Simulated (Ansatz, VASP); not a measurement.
# NaCl: VASP beside Ansatz

```
CELL_PARAMETERS angstrom
-0.13430 2.78051 2.78051
2.78051 -0.13430 2.78051
2.78051 2.78051 -0.13430
ATOMIC_POSITIONS crystal
Na 0.00000 0.00000 0.00000
Cl 0.50000 0.50000 0.50000
```

Change from the starting cell: epitaxial_111 strain +4.0%.

Alike in both runs: task single point; functional PBE; k mesh 8 × 8 × 8; occupations fermi-dirac, width 0.02 eV; no spin polarisation.

```csv
,VASP,Ansatz
version,VASP 6.6.1,Ansatz 0.2.0
potentials or method,"VASP PAW PBE potentials, release 64 (Na_pv, Cl)","plane waves, PAW"
plane-wave cutoff (eV),520,420
valence electrons in the cell,14,16
```

```csv
,VASP,Ansatz,Ansatz less VASP
gap on the k mesh at the Fermi level (eV),4.82,4.82,0.000
pressure (GPa),0.0,0.0,+0.03
"traceless stress, the component that is largest in VASP (GPa)",0.52,0.52,+0.001
```

VASP's potentials hold 14 valence electrons a cell and Ansatz's 16, so a difference there can come from the potentials and not from the codes.
